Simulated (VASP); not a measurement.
Input of a VASP 6.6.1 run:

The input INCAR:

```
SYSTEM = WSe2
PREC = Accurate
ENCUT = 520
EDIFF = 1E-7
ISMEAR = 0
SIGMA = 0.02
LREAL = .FALSE.
LASPH = .TRUE.
NELM = 100
ALGO = Normal
ISIF = 2
LWAVE = .FALSE.
LCHARG = .FALSE.
GGA = PS
NBANDS = 20
```

File KPOINTS:

```
Automatic mesh
0
G
  12 12 2
  0 0 0
```

POSCAR

```
WSe2
1.0
    3.2702526708      0.0000000000      0.0000000000
   -1.6351263354      2.8321218897      0.0000000000
    0.0000000000      0.0000000000     16.9944412198
W Se
1 2
Direct
    0.0000000000      0.0000000000      0.0000000000
    0.3333333333      0.6666666667      0.0984267340
    0.3333333333      0.6666666667      0.9015732660
```

Potentials or basis: VASP PAW PBE potentials, release 64 (W_sv, Se).

Run with:

```sh
$ cat potpaw_PBE.64/W_sv/POTCAR potpaw_PBE.64/Se/POTCAR > POTCAR
$ mpirun -np 1 vasp_std > vasp.out
```

(1) Estimate the largest force.

(2) What does it give for the band gap on the k mesh?

## Answers

(1) 0.061 eV/Å.

(2) 1.69 eV.

Caveat: the cell differs from its parent crystal (strain along c alone, the other axes held: +2.0 %, then relaxed in part); the PAW data sets were made with another functional, which shifts forces and pressure a little; spin-orbit coupling is left out, which moves the levels of the heavy elements.
